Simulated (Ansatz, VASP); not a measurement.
**Hf3SnS8: VASP beside Ansatz**

INCAR

```
  ALGO = Normal
  EDIFF = 1E-7
  ENCUT = 520
  GGA = PE
  ISIF = 2
  ISMEAR = 0
  LASPH = True
  LCHARG = True
  LELF = True
  LREAL = False
  LVHAR = True
  LWAVE = False
  NBANDS = 58
  NELM = 100
  PREC = Accurate
  SIGMA = 0.1
```

The input KPOINTS:

```
k-points
0
Gamma
  6 6 1
```

The input POSCAR:

```
Hf3SnS8
1.0
    3.6202087500      0.0000000000      0.0000000000
   -1.8101043700      3.1351927400      0.0000000000
    0.0000000000      0.0000000000     24.3043686500
Hf Sn S
3 1 8
Direct
    0.3333333300      0.6666666700      0.3125050400
    0.3333333300      0.6666666700      0.8125050400
    0.6666666700      0.3333333300      0.0625050400
    0.6666666700      0.3333333300      0.5625050400
    0.6666666700      0.3333333300      0.3717020500
    0.6666666700      0.3333333300      0.8717020500
    0.3333333300      0.6666666700      0.1217020500
    0.3333333300      0.6666666700      0.6217020500
    0.0000000000      0.0000000000      0.0032939000
    0.0000000000      0.0000000000      0.5032939000
    0.0000000000      0.0000000000      0.2532939000
    0.0000000000      0.0000000000      0.7532939000
```

Input for Ansatz:

```yaml
crystal:
  lattice:
    - [3.62020875, 0.0, 0.0]
    - [-1.81010437, 3.13519274, 0.0]
    - [0.0, 0.0, 24.30436865]
  atoms:
    - { symbol: Hf, position: [0.33333333, 0.66666667, 0.31250504] }
    - { symbol: Hf, position: [0.33333333, 0.66666667, 0.81250504] }
    - { symbol: Hf, position: [0.66666667, 0.33333333, 0.06250504] }
    - { symbol: Sn, position: [0.66666667, 0.33333333, 0.56250504] }
    - { symbol: S, position: [0.66666667, 0.33333333, 0.37170205] }
    - { symbol: S, position: [0.66666667, 0.33333333, 0.87170205] }
    - { symbol: S, position: [0.33333333, 0.66666667, 0.12170205] }
    - { symbol: S, position: [0.33333333, 0.66666667, 0.62170205] }
    - { symbol: S, position: [0.0, 0.0, 0.0032939] }
    - { symbol: S, position: [0.0, 0.0, 0.5032939] }
    - { symbol: S, position: [0.0, 0.0, 0.2532939] }
    - { symbol: S, position: [0.0, 0.0, 0.7532939] }
basis:
  ecutwfc: 420
kpoints:
  mp_grid: { grid: [6, 6, 1] }
hamiltonian:
  xc: pbe
scf:
  occupations: { method: gaussian, width: 0.1 }
  lower_state_search: "off"
output:
  forces: true
  stress: true
  eigenvalues: true
```

Alike in both runs: task single point; functional PBE; k mesh 6 × 6 × 1; occupations gaussian, width 0.1 eV; no spin polarisation.

|  | VASP | Ansatz |
| --- | --- | --- |
| version | VASP 6.6.1 | Ansatz 0.2.0 |
| potentials or method | VASP PAW PBE potentials, release 64 (Hf_pv, Sn_d, S), cutoff 520 eV | scalar-relativistic, plane waves, PAW |
| valence electrons in the cell | 92 | 140 |

|  | VASP | Ansatz | Ansatz less VASP |
| --- | --- | --- | --- |
| gap on the k mesh at the Fermi level (eV) | 1.16 | 1.14 | -0.021 |
| least direct gap on the mesh (eV) | 1.84 | 1.84 | +0.007 |
| pressure (GPa) | 3.0 | 3.5 | +0.46 |
| traceless stress, the component that is largest in VASP (GPa) | -0.02 | -0.09 | -0.071 |
| rms of the force components (eV/Å) | 0.173 | 0.185 | +0.0113 |

Atom by atom the forces differ by 0.027 eV/Å (rms over components). VASP's potentials hold 92 valence electrons a cell and Ansatz's 140, so a difference there can come from the potentials and not from the codes.

Neither program's run includes spin-orbit coupling.
